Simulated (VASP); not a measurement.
# LiCuSn2 (P-3m1) in VASP: notebook

Runs on LiCuSn2. Level: PBE. Tasks: relaxation of cell and atoms.

Program: VASP 6.6.1. These are calculated values, not measurements. Logs are shortened: lines on timing, memory, paths and dates and some standing lists are left out, and cuts for length are marked.

### 1 The cell of the first run

The structure is trigonal, space group P-3m1 (No. 164). Conventional cell: a = 4.246 Å, b = 4.246 Å, c = 5.489 Å, α = 90.00°, β = 90.00°, γ = 120.00°. Li (site symmetry -3m) has 2 Cu at 2.74 Å and 6 Sn at 2.96 Å within 3.6 Å. Within 3.5 Å of Cu (site symmetry -3m) lie 6 Sn at 2.68 Å and 2 Li at 2.74 Å. Sn (site symmetry 3m) has 3 Cu at 2.68 Å and 3 Li at 2.96 Å and 3 Sn at 3.28 Å within 3.5 Å.

### 2 Relaxation of cell and atoms, PBE

Input file INCAR:

```
  PREC = Accurate
  ENCUT = 600
  EDIFF = 1E-6
  ISMEAR = 0
  SIGMA = 0.1
  LREAL = F
  LASPH = T
  NELM = 100
  ALGO = Normal
  ISIF = 3
  LWAVE = F
  LCHARG = F
  GGA = PE
  IBRION = 2
  NSW = 100
  EDIFFG = -0.005
```

Input file KPOINTS:

```
Automatic mesh
0
Gamma
  12 12 8
```

Input file POSCAR:

```
LiCuSn2
1.0
    4.2457493766      0.0000000000      0.0000000000
   -2.1228746883      3.6769268182      0.0000000000
    0.0000000000      0.0000000000      5.4887119635
Li Cu Sn
1 1 2
Direct
    0.0000000000      0.0000000000      0.5000000000
    0.0000000000      0.0000000000      0.0000000000
    0.3333333333      0.6666666667      0.1984195012
    0.6666666667      0.3333333333      0.8015804988
```

Potentials or basis: VASP PAW PBE potentials, release 64 (Li_sv, Cu, Sn_d).

Started as:

```sh
$ cat potpaw_PBE.64/Li_sv/POTCAR potpaw_PBE.64/Cu/POTCAR potpaw_PBE.64/Sn_d/POTCAR > POTCAR
$ mpirun -np 1 vasp_std > vasp.out
```

OUTCAR:

```text
PREC = Accurate
   ENCUT = 600
   EDIFF = 1E-6
   ISMEAR = 0
   LREAL = F
   LASPH = T
   NELM = 100
   ISIF = 3
   GGA = PE
   IBRION = 2
   NSW = 100
   EDIFFG = -0.005

 ion  position               nearest neighbor table
   1  0.000  0.000  0.500-   3 2.96   4 2.96   3 2.96   4 2.96   4 2.96   3 2.96
   2  0.000  0.000  0.000-   3 2.68   4 2.68   3 2.68   4 2.68   4 2.68   3 2.68
   3  0.333  0.667  0.198-   2 2.68   2 2.68   2 2.68   1 2.96   1 2.96   1 2.96   4 3.28   4 3.28
                             4 3.28
   4  0.667  0.333  0.802-   2 2.68   2 2.68   2 2.68   1 2.96   1 2.96   1 2.96   3 3.28   3 3.28
                             3 3.28

  LATTYP: Found a hexagonal cell.
 ALAT       =     4.2457493766
 C/A-ratio  =     1.2927545827

  Lattice vectors:

 A1 = (   4.2457493766,   0.0000000000,   0.0000000000)
 A2 = (  -2.1228746883,   3.6769268182,   0.0000000000)
 A3 = (   0.0000000000,   0.0000000000,   5.4887119635)

Analysis of symmetry for initial positions (statically):
=====================================================================
 Subroutine PRICEL returns:
 Original cell was already a primitive cell.

 Routine SETGRP: Setting up the symmetry group for a
 hexagonal supercell.

 Subroutine GETGRP returns: Found 12 space group operations
 (whereof 12 operations were pure point group operations)
 out of a pool of 24 trial point group operations.

The static configuration has the point symmetry D_3d.

Analysis of symmetry for dynamics (positions and initial velocities):
=====================================================================
 Subroutine PRICEL returns:
 Original cell was already a primitive cell.

 Routine SETGRP: Setting up the symmetry group for a
 hexagonal supercell.

 Subroutine GETGRP returns: Found 12 space group operations
 (whereof 12 operations were pure point group operations)
 out of a pool of 24 trial point group operations.

The dynamic configuration has the point symmetry D_3d.

 Subroutine INISYM returns: Found 12 space group operations
 (whereof 12 operations are pure point group operations),
 and found     1 'primitive' translations

----------------------------------------------------------------------------------------

                                     Primitive cell

  volume of cell :      85.6860

  direct lattice vectors                    reciprocal lattice vectors
     4.245749377  0.000000000  0.000000000     0.235529682  0.135983125  0.000000000
    -2.122874688  3.676926818  0.000000000     0.000000000  0.271966250  0.000000000
     0.000000000  0.000000000  5.488711964     0.000000000  0.000000000  0.182192107

  length of vectors
     4.245749377  4.245749377  5.488711964     0.271966250  0.271966250  0.182192107

  position of ions in fractional coordinates (direct lattice)
     0.000000000  0.000000000  0.500000000
     0.000000000  0.000000000  0.000000000
     0.333333333  0.666666667  0.198419501
     0.666666667  0.333333333  0.801580499

  ion indices of the primitive-cell ions
   primitive index   ion index
                 1           1
                 2           2
                 3           3
                 4           4

----------------------------------------------------------------------------------------

 KPOINTS: Automatic mesh

Automatic generation of k-mesh.
 Grid dimensions read from file:
 generate k-points for:   12   12    8

 Generating k-lattice:

  Cartesian coordinates                     Fractional coordinates (reciprocal lattice)
[... 65 lines left out ...]
   NFREE  =      1    steps in history (QN), initial steepest desc. (CG)
   ISIF   =      3    stress and relaxation
   ISYM   =      2    0-nonsym 1-usesym 2-fastsym
   POTIM  = 0.5000    time-step for ionic-motion
   TEBEG  =    0.0;   TEEND  =   0.0 temperature during run
   PSTRESS=    0.0 pullay stress
   NELECT =      42.0000    total number of electrons
   NUPDOWN=      -1.0000    fix difference up-down
   EMIN   =  10.00;   EMAX   =-10.00  energy-range for DOS
   EFERMI =   0.00;   METHOD = LEGACY
   ISMEAR =     0;   SIGMA  =   0.10  broadening in eV -4-tet -1-fermi 0-gaus
   EFERMI_NEDOS =   21; number of points for ismear=-14 and -15
   IALGO  =     38    algorithm
   IMIX   =      4    mixing-type and parameters
     AMIX     =   0.40;   BMIX     =  1.00
     AMIX_MAG =   1.60;   BMIX_MAG =  1.00
  volume/ion in A,a.u.               =      21.42       144.56
  Fermi-wavevector in a.u.,A,eV,Ry     =   1.290787  2.439234 22.669098  1.666132
  Thomas-Fermi vector in A             =   2.422597
   LORBIT       =      0    0 simple, 1 ext, 2 COOP (PROOUT), +10 PAW based schemes
   GGA     = PE    functional components
   LHFCALC =     F    Hartree Fock is set to
   AEXX    =    0.0000 exact exchange contribution
   IVDW    =     0    specifies the selected vdW correction
   LEPSILON=     F    determine dielectric tensor
   LRPA    =     F    only Hartree local field effects (RPA)
 conjugate gradient relaxation of ions
 non-spin polarized calculation
 Gauss-broadening in eV      SIGMA  =   0.10
  energy-cutoff  :      600.00
  volume of cell :       85.69
 maximum number of plane-waves:      2914
 NGX is ok and might be reduce to    36
   NGX = 17   NGY = 17   NGZ = 21

--------------------------------------- Ionic step        1  -------------------------------------------

 number of electron      42.0000001 magnetization

 Free energy of the ion-electron system (eV)
  ---------------------------------------------------
  ext. energy  EPLUGINS =         0.00000000
  ---------------------------------------------------
  free energy    TOTEN  =       -13.85536534 eV

  energy without entropy =      -13.84867708  energy(sigma->0) =      -13.85202121

------------------------ aborting loop because EDIFF is reached ----------------------------------------

  FORCE on cell =-STRESS in cart. coord.  units (eV):
  Direction    XX          YY          ZZ          XY          YZ          ZX
  --------------------------------------------------------------------------------------
  -------------------------------------------------------------------------------------
  Total        0.0503676      0.0503676      0.0245471      0.0000000      0.0000000      0.0000000
  in kB        0.9417848      0.9417848      0.4589877      0.0000000      0.0000000      0.0000000
  external PRESSURE =       0.7808524 kB  Pullay stress =       0.0000000 kB

 VOLUME and BASIS-vectors are now :
 -----------------------------------------------------------------------------
  energy-cutoff  :      600.00
  volume of cell :       85.69
      direct lattice vectors                 reciprocal lattice vectors
     4.245749377  0.000000000  0.000000000     0.235529682  0.135983125  0.000000000
    -2.122874688  3.676926818  0.000000000     0.000000000  0.271966250  0.000000000
     0.000000000  0.000000000  5.488711964     0.000000000  0.000000000  0.182192107

 POSITION                                       TOTAL-FORCE (eV/Angst)
 -----------------------------------------------------------------------------------
      0.00000      0.00000      2.74436        -0.000000      0.000000      0.000000
      0.00000      0.00000      0.00000        -0.000000      0.000000      0.000000
     -0.00000      2.45128      1.08907         0.000000     -0.000000      0.008379
      2.12287      1.22564      4.39964         0.000000      0.000000     -0.008379
 -----------------------------------------------------------------------------------
    total drift:                                0.000000      0.000000     -0.000000

  FREE ENERGIE OF THE ION-ELECTRON SYSTEM (eV)
  ---------------------------------------------------
  free  energy   TOTEN  =       -13.8553653364 eV

  energy  without entropy=      -13.8486770819  energy(sigma->0) =      -13.85202121

--------------------------------------- Ionic step        2  -------------------------------------------

 number of electron      42.0000002 magnetization

 Free energy of the ion-electron system (eV)
  ---------------------------------------------------
  ext. energy  EPLUGINS =         0.00000000
  ---------------------------------------------------
  free energy    TOTEN  =       -13.85539026 eV

  energy without entropy =      -13.84869906  energy(sigma->0) =      -13.85204466

 E-fermi :   6.0513     XC(G=0):  -9.8735

 val. band max:        6.0394845256   @ k =   0.2500   0.0000   0.5000
 cond. band min:       6.0798572689   @ k =   0.0833   0.0833   0.3750
 fundamental gap:      0.0403727433
 Fermi energy:         6.0512629314

 k-point     1 :       0.0000    0.0000    0.0000
  band No.  band energies     occupation
      1     -40.3182      2.00000
      2     -15.2270      2.00000
      3     -15.2270      2.00000
      4     -15.1907      2.00000
      5     -15.1766      2.00000
      6     -15.1766      2.00000
[... 661 lines left out ...]
     24      10.1499      0.00000
     25      10.6137      0.00000

 [... further k-points ...]

------------------------ aborting loop because EDIFF is reached ----------------------------------------

  FORCE on cell =-STRESS in cart. coord.  units (eV):
  Direction    XX          YY          ZZ          XY          YZ          ZX
  --------------------------------------------------------------------------------------
  -------------------------------------------------------------------------------------
  Total       -0.0115185     -0.0115185     -0.0187389      0.0000000      0.0000000      0.0000000
  in kB       -0.2150508     -0.2150508     -0.3498562      0.0000000      0.0000000      0.0000000
  external PRESSURE =      -0.2599859 kB  Pullay stress =       0.0000000 kB

 VOLUME and BASIS-vectors are now :
 -----------------------------------------------------------------------------
  energy-cutoff  :      600.00
  volume of cell :       85.82
      direct lattice vectors                 reciprocal lattice vectors
     4.248328526  0.000000000  0.000000000     0.235386692  0.135900570  0.000000000
    -2.124164263  3.679160427 -0.000000000     0.000000000  0.271801140  0.000000000
     0.000000000  0.000000000  5.490336921    -0.000000000  0.000000000  0.182138185

 POSITION                                       TOTAL-FORCE (eV/Angst)
 -----------------------------------------------------------------------------------
      4.24833      0.00000      2.74517        -0.000000      0.000000      0.000000
      4.24833      0.00000      0.00000        -0.000000      0.000000      0.000000
     -0.00000      2.45277      1.08979        -0.000000      0.000000     -0.001554
      2.12416      1.22639      4.40054         0.000000     -0.000000      0.001554
 -----------------------------------------------------------------------------------
    total drift:                                0.000000     -0.000000      0.000000

  FREE ENERGIE OF THE ION-ELECTRON SYSTEM (eV)
  ---------------------------------------------------
  free  energy   TOTEN  =       -13.8553902563 eV

  energy  without entropy=      -13.8486990638  energy(sigma->0) =      -13.85204466

 reached required accuracy - stopping structural energy minimisation
```

It took 6.5 min on 1 thread of Intel Xeon Platinum 8259CL at 2.50GHz (Skylake/Cascade Lake), shared host; peak memory 0.5 GiB.

What came out:

- Free energy: -13.8554 eV
- Relaxed volume: 21.45 Å³/atom
- Relaxed cell: a = 4.248 Å, b = 4.248 Å, c = 5.490 Å, α = 90.00°, β = 90.00°, γ = 120.00°
- Space group after relaxing (to 0.05 Å): P-3m1 (No. 164)
- Energy gained by relaxing: 0.0 meV/atom
- Ionic steps: 2
- Pressure after relaxing: 0.0 GPa
- Band gap on the k mesh: zero (band 21 reaches 7.77 eV, above the bottom of band 22 at 4.59 eV)

Final structure:
```cif
data_structure
_symmetry_space_group_name_H-M 'P 1'
_symmetry_Int_Tables_number 1
_cell_length_a 4.2483
_cell_length_b 4.2483
_cell_length_c 5.4903
_cell_angle_alpha 90.000
_cell_angle_beta 90.000
_cell_angle_gamma 120.000
_cell_volume 85.82
loop_
_atom_site_label
_atom_site_type_symbol
_atom_site_fract_x
_atom_site_fract_y
_atom_site_fract_z
_atom_site_occupancy
Li1 Li 0.00000 0.00000 0.50000 1
Cu1 Cu 0.00000 0.00000 0.00000 1
Sn1 Sn 0.33333 0.66667 0.19849 1
Sn2 Sn 0.66667 0.33333 0.80151 1
```

Caveat: the cutoff is under 1.25 times the usual one of these potentials, so pressure, stress and relaxed cells hold a basis-set (Pulay) error; spin-orbit coupling is left out, which moves the levels of the heavy elements.

### 3 Relaxation of cell and atoms, PBE

Input file INCAR:

```
PREC = Accurate
ENCUT = 600
EDIFF = 1E-6
ISMEAR = -1
SIGMA = 0.15
LREAL = False
LASPH = True
NELM = 100
ALGO = Normal
ISIF = 3
LWAVE = False
LCHARG = False
GGA = PE
IBRION = 2
NSW = 80
EDIFFG = -0.001
```

KPOINTS is that of step 2.

Input file POSCAR:

```
LiCuSn2
1.0
    4.2457493778      0.0000000000      0.0000000000
   -2.1228746889      3.6769268193      0.0000000000
    0.0000000000      0.0000000000      5.4887119417
Li Cu Sn
1 1 2
Direct
    0.0000000000      0.0000000000      0.5000000000
    0.0000000000      0.0000000000      0.0000000000
    0.3333333333      0.6666666667      0.1984195015
    0.6666666667      0.3333333333      0.8015804985
```

Potentials or basis: VASP PAW PBE potentials, release 64 (Li_sv, Cu, Sn_d).

Started as:

```sh
$ cat potpaw_PBE.64/Li_sv/POTCAR potpaw_PBE.64/Cu/POTCAR potpaw_PBE.64/Sn_d/POTCAR > POTCAR
$ mpirun -np 1 vasp_std > vasp.out
```

Run time: 25 min. Hardware: 1 thread of Intel Xeon 6975P-C (Granite Rapids), shared host; peak memory 0.54 GiB.

The run converged. Its results:

| Quantity | Value |
| --- | --- |
| Free energy | -13.9051 eV |
| Relaxed volume | 21.47 Å³/atom |
| Relaxed cell | a = 4.242 Å, b = 4.242 Å, c = 5.509 Å, α = 90.00°, β = 90.00°, γ = 120.00° |
| Space group after relaxing (to 0.05 Å) | P-3m1 (No. 164) |
| Energy gained by relaxing | 0.1 meV/atom |
| Ionic steps | 35 |
| Pressure after relaxing | 0.0 GPa |
| Band gap on the k mesh | zero (band 21 reaches 7.78 eV, above the bottom of band 22 at 4.57 eV) |

The path:
```csv
step,energy change (eV),largest force (eV/Å),pressure (GPa),volume (Å³)
1,0.0000,0.0429,0.18,85.69
2,-0.0003,0.0143,-0.09,85.98
3,-0.0003,0.0176,0.00,85.96
4,-0.0003,0.0142,-0.06,85.97
5,-0.0004,0.0115,-0.04,85.93
6,-0.0004,0.0016,0.05,85.83
7,-0.0004,0.0051,0.01,85.85
8,-0.0004,0.0013,0.01,85.85
9,-0.0004,0.0033,0.03,85.84
10,-0.0004,0.0064,0.09,85.85
11,-0.0003,0.0111,-0.14,86.06
12,-0.0004,0.0018,-0.03,85.89
13,-0.0004,0.0028,-0.01,85.88
14,-0.0004,0.0034,0.08,85.88
15,-0.0004,0.0013,-0.06,85.88
16,-0.0004,0.0023,0.00,85.88
17,-0.0004,0.0016,0.03,85.88
18,-0.0004,0.0040,-0.02,85.88
19,-0.0004,0.0012,-0.01,85.88
20,-0.0004,0.0029,-0.01,85.88
21,-0.0004,0.0002,-0.01,85.88
22,-0.0004,0.0008,-0.01,85.88
23,-0.0004,0.0014,0.00,85.87
24,-0.0004,0.0016,0.06,85.87
25,-0.0004,0.0019,-0.04,85.87
26,-0.0004,0.0019,0.01,85.87
27,-0.0004,0.0020,-0.01,85.87
28,-0.0004,0.0013,0.00,85.86
29,-0.0004,0.0008,0.07,85.86
30,-0.0004,0.0032,-0.05,85.86
31,-0.0004,0.0014,0.01,85.86
32,-0.0004,0.0021,-0.01,85.86
33,-0.0004,0.0009,0.03,85.86
34,-0.0004,0.0050,-0.02,85.86
35,-0.0004,0.0007,0.00,85.86
```

Final structure:
```
CELL_PARAMETERS angstrom
4.24237 0.00000 0.00000
-2.12118 3.67400 0.00000
0.00000 0.00000 5.50864
ATOMIC_POSITIONS crystal
Li 0.00000 0.00000 0.50000
Cu 0.00000 0.00000 0.00000
Sn 0.33333 0.66667 0.19943
Sn 0.66667 0.33333 0.80057
```

Levels at points of the mesh, in eV from the Fermi level:
```csv
k point,band 17,band 18,band 19,band 20,band 21,band 22,band 23,band 24,band 25
"(0.00, 0.00, 0.00)",-3.27,-3.27,-2.06,1.53,1.53,1.94,1.94,3.19,4.46
"(0.50, 0.00, 0.00)",-3.27,-3.26,-1.86,-1.75,-1.49,-0.74,1.49,2.68,3.90
"(0.00, 0.00, 0.50)",-3.28,-3.28,1.07,1.72,1.75,1.75,2.25,2.25,4.17
"(0.50, 0.00, 0.50)",-3.28,-3.27,-2.99,-2.70,-0.92,1.39,1.68,1.96,5.76
```

Caveat: the cutoff is under 1.25 times the usual one of these potentials, so pressure, stress and relaxed cells hold a basis-set (Pulay) error; spin-orbit coupling is left out, which moves the levels of the heavy elements.
